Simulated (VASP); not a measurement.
A run of VASP 6.6.1 is set up as follows.

The input INCAR:

```
SYSTEM = Be4Mo
PREC = Accurate
ENCUT = 520
EDIFF = 1E-6
ISMEAR = 0
SIGMA = 0.1
LREAL = .False.
LASPH = .True.
NELM = 100
ALGO = Normal
ISIF = 2
LWAVE = .False.
LCHARG = .False.
GGA = PE
NBANDS = 19
```

Contents of KPOINTS:

```
Automatic mesh
0
Gamma
  6 6 6
  0 0 0
```

Contents of POSCAR:

```
Be4Mo
1.0
    3.2488434576      0.0000000000      0.0000000000
    0.0000000000      3.2488434576      0.0000000000
    0.0000000000      0.0000000000      4.4250174436
Be Mo
4 1
Direct
    0.5000000000      0.5000000000      0.6816980588
    0.0000000000      0.5000000000      0.4000009292
    0.5000000000      0.5000000000      0.1183030595
    0.5000000000      0.0000000000      0.4000009292
    0.0000000000      0.0000000000     -0.1000029767
```

Potentials or basis: VASP PAW PBE potentials, release 64 (Be, Mo_sv).

The run is started by

```sh
$ cat potpaw_PBE.64/Be/POTCAR potpaw_PBE.64/Mo_sv/POTCAR > POTCAR
$ mpirun -np 1 vasp_std > vasp.out
```

Problem. What does it give for the pressure?

Solution. 0.3 GPa.

Problem. Estimate the largest force.

Solution. 0.009 eV/Å.

Forces on the atoms (eV/Å):
```
Be   0.000  0.000 -0.009
Be   0.000  0.000  0.000
Be   0.000  0.000  0.009
Be   0.000  0.000  0.000
Mo   0.000  0.000  0.000
```
